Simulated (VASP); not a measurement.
Input of a VASP 6.6.1 run:

INCAR

```
ALGO = Normal ; EDIFF = 1E-7
ENCUT = 520 ; GGA = PE
ISIF = 2 ; ISMEAR = -1
LASPH = T ; LCHARG = F
LREAL = F ; LWAVE = F
NBANDS = 18 ; NELM = 100
PREC = Accurate ; SIGMA = 0.05
```

The input KPOINTS:

```
k-points
0
Gamma
  14 10 14
```

Contents of POSCAR:

```
Ag
1.0
   -2.0272072078      2.0272072078      0.0000000000
    0.0000000000      0.0000000000      4.0544144156
    2.0272072078      2.0272072078      0.0000000000
Ag
2
Direct
    0.0000000000      0.0000000000      0.0000000000
    0.5000000000      0.5000000000      0.5000000000
```

Potentials or basis: VASP PAW PBE potentials, release 64 (Ag).

Launch:

```sh
$ cat potpaw_PBE.64/Ag/POTCAR > POTCAR
$ mpirun -np 1 vasp_std > vasp.out
```

Question: Estimate the band gap on the k mesh.

Answer: Zero (bands 11 and 12 overlap by 9.48 eV).

Question: Predict the pressure.

Answer: 7.4 GPa.

Caveat: the cell stands under pressure.
